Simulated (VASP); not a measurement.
# TiAl (Amm2) in VASP: notebook, part 2 of 2

VASP 6.6.1.

## 5. Single point, PBEsol (strain -0.0050 x Voigt [0, 1, 0, 0, 0, 0])

The input, INCAR:

```
SYSTEM = TiAl
ALGO = Fast
EDIFF = 1E-7
ENCUT = 520
GGA = PS
ISIF = 2
ISMEAR = 0
LASPH = .True.
LCHARG = .False.
LREAL = .False.
LWAVE = .False.
NBANDS = 14
NELM = 60
PREC = Accurate
SIGMA = 0.15
```

The input, KPOINTS:

```
k-points
0
Gamma
  18 18 10
  0 0 0
```

The input, POSCAR:

```
TiAl
1.0
    2.8672622327      0.0000000000      0.0000000000
   -1.4336311163      2.4707063232      0.0000000000
    0.0000000000      0.0000000000      4.6780830000
Ti Al
1 1
Direct
    0.0000000000      0.0000000000      0.0000000000
    0.3333333333      0.6666666667      0.5000000000
```

Potentials or basis: VASP PAW PBE potentials, release 64 (Ti_sv, Al).

Command:

```sh
cat potpaw_PBE.64/Ti_sv/POTCAR potpaw_PBE.64/Al/POTCAR > POTCAR
mpirun -np 1 vasp_std > vasp.out
```

OUTCAR:

```text
SYSTEM = TiAl
   EDIFF = 1E-7
   ENCUT = 520
   GGA = PS
   ISIF = 2
   ISMEAR = 0
   LASPH = .True.
   LREAL = .False.
   NELM = 60
   PREC = Accurate

 ion  position               nearest neighbor table
   1  0.000  0.000  0.000-   2 2.86   2 2.86   2 2.86   2 2.86   2 2.86   2 2.86
   2  0.333  0.667  0.500-   1 2.86   1 2.86   1 2.86   1 2.86   1 2.86   1 2.86

  Warning from LATTYP: Monoclinic adjustment (A1->A3, A2->A1, A3->A2)!
  LATTYP: Found a base centered orthorhombic cell.
 ALAT       =     2.8672622327
 B/A-ratio  =     1.7233905536
 C/A-ratio  =     1.6315504549

  Lattice vectors:

 A1 = (   1.4336311163,  -2.4707063232,   0.0000000000)
 A2 = (   1.4336311164,   2.4707063232,   0.0000000000)
 A3 = (   0.0000000000,   0.0000000000,   4.6780830000)

Analysis of symmetry for initial positions (statically):
=====================================================================
 Subroutine PRICEL returns:
 Original cell was already a primitive cell.

 Routine SETGRP: Setting up the symmetry group for a
 base centered orthorhombic supercell.

 Subroutine GETGRP returns: Found  4 space group operations
 (whereof  4 operations were pure point group operations)
 out of a pool of  8 trial point group operations.

The static configuration has the point symmetry C_2v.

Analysis of symmetry for dynamics (positions and initial velocities):
=====================================================================
 Subroutine PRICEL returns:
 Original cell was already a primitive cell.

 Routine SETGRP: Setting up the symmetry group for a
 base centered orthorhombic supercell.

 Subroutine GETGRP returns: Found  4 space group operations
 (whereof  4 operations were pure point group operations)
 out of a pool of  8 trial point group operations.

The dynamic configuration has the point symmetry C_2v.

 Subroutine INISYM returns: Found  4 space group operations
 (whereof  4 operations are pure point group operations),
 and found     1 'primitive' translations

----------------------------------------------------------------------------------------
[... 120 lines left out ...]
   AEXX    =    0.0000 exact exchange contribution
   IVDW    =     0    specifies the selected vdW correction
   LEPSILON=     F    determine dielectric tensor
   LRPA    =     F    only Hartree local field effects (RPA)
 non-spin polarized calculation
 RMM-DIIS sequential band-by-band and
 Gauss-broadening in eV      SIGMA  =   0.15
  energy-cutoff  :      520.00
  volume of cell :       33.14
 maximum number of plane-waves:       909
 NGX is ok and might be reduce to    24
   NGX = 11   NGY = 11   NGZ = 17

 number of electron      15.0000001 magnetization

 Free energy of the ion-electron system (eV)
  ---------------------------------------------------
  ext. energy  EPLUGINS =         0.00000000
  ---------------------------------------------------
  free energy    TOTEN  =       -12.94134244 eV

  energy without entropy =      -12.91373953  energy(sigma->0) =      -12.92754099

 E-fermi :   7.8278     XC(G=0): -11.0539

 val. band max:        7.8274632718   @ k =   0.1667   0.1667   0.2000
 cond. band min:       7.8293066648   @ k =   0.3333   0.3333   0.4000
 fundamental gap:      0.0018433931
 Fermi energy:         7.8278049081

 k-point     1 :       0.0000    0.0000    0.0000
  band No.  band energies     occupation
      1     -48.4545      2.00000
      2     -24.8787      2.00000
      3     -24.4473      2.00000
      4     -24.4419      2.00000
      5      -1.1232      2.00000
      6       5.5060      2.00000
      7       5.9799      2.00000
      8       9.0803      0.00000
      9       9.1450      0.00000
     10      10.6027      0.00000
     11      10.6178      0.00000
     12      11.7152      0.00000
     13      20.7034      0.00000
     14      20.8318      0.00000
[... 377 lines left out ...]
      1     -48.4039      2.00000
      2     -24.8289      2.00000
      3     -24.7504      2.00000
      4     -24.5192      2.00000
      5       0.4512      2.00000
      6       6.1477      2.00000
      7       6.8144      2.00000
      8       8.0829      0.01617
      9      10.1894      0.00000
     10      10.3208      0.00000
     11      11.0776      0.00000
     12      11.9321      0.00000
     13      13.5399      0.00000
     14      16.3928      0.00000

 [... further k-points ...]
[... 5 lines left out ...]
  --------------------------------------------------------------------------------------
  -------------------------------------------------------------------------------------
  Total       -0.4224295     -0.3371390     -0.7090022     -0.0000000      0.0000000      0.0000000
  in kB      -20.4224731    -16.2990798    -34.2769132     -0.0000000      0.0000000      0.0000000
  external PRESSURE =     -23.6661553 kB  Pullay stress =       0.0000000 kB

 VOLUME and BASIS-vectors are now :
 -----------------------------------------------------------------------------
  energy-cutoff  :      520.00
  volume of cell :       33.14
      direct lattice vectors                 reciprocal lattice vectors
     2.867262233  0.000000000  0.000000000     0.348764751  0.202371280  0.000000000
    -1.433631116  2.470706323  0.000000000     0.000000000  0.404742559  0.000000000
     0.000000000  0.000000000  4.678083000     0.000000000  0.000000000  0.213762774

 POSITION                                       TOTAL-FORCE (eV/Angst)
 -----------------------------------------------------------------------------------
      0.00000      0.00000      0.00000        -0.000000     -0.015079      0.000000
     -0.00000      1.64714      2.33904         0.000000      0.015079      0.000000
 -----------------------------------------------------------------------------------
    total drift:                                0.000000      0.000056     -0.000000

  FREE ENERGIE OF THE ION-ELECTRON SYSTEM (eV)
  ---------------------------------------------------
  free  energy   TOTEN  =       -12.9413424433 eV

  energy  without entropy=      -12.9137395307  energy(sigma->0) =      -12.92754099
```

Run time: 3.9 min. Hardware: 1 thread of Intel Xeon 6975P-C (Granite Rapids), shared host; peak memory 0.37 GiB.

Results:

| Quantity | Value |
| --- | --- |
| Free energy | -12.9413 eV |
| Pressure | -2.4 GPa |
| Largest force | 0.015 eV/Å |
| Band gap on the k mesh | zero (an odd number of electrons rules out a gap without spin polarisation) |

Forces in eV/Å, atoms in the order of the input:
```
Ti   0.000 -0.015  0.000
Al   0.000  0.015  0.000
```

Caveat: the cell differs from its parent crystal (strain -0.0050 x Voigt [0, 1, 0, 0, 0, 0]); the PAW data sets were made with another functional, which shifts forces and pressure a little.

## 6. Summary

```csv
cell,gap on the mesh (eV),pressure (GPa),largest force (eV/Å)
"a = 2.867, b = 2.824, c = 4.678 Å, angles 90.0, 90.0, 120.5°, 2 atoms",none,-0.9,0.06
"a = 2.867, b = 2.835, c = 4.678 Å, angles 90.0, 90.0, 120.4°, 2 atoms",none,-1.4,0.05
"a = 2.867, b = 2.846, c = 4.678 Å, angles 90.0, 90.0, 120.2°, 2 atoms",none,-1.9,0.03
"a = 2.867, b = 2.857, c = 4.678 Å, angles 90.0, 90.0, 120.1°, 2 atoms",none,-2.4,0.02
```

Alike in all rows: task single point; level PBEsol; potentials or basis VASP PAW PBE potentials, release 64 (Ti_sv, Al); no spin polarisation; k mesh 18 × 18 × 10; cutoff (eV) 520; smearing gaussian 0.15 eV.

Caveats: the PAW data sets were made with another functional, which shifts forces and pressure a little.

Total energies depend on the potentials used, so only differences within one code and one set of settings carry meaning.
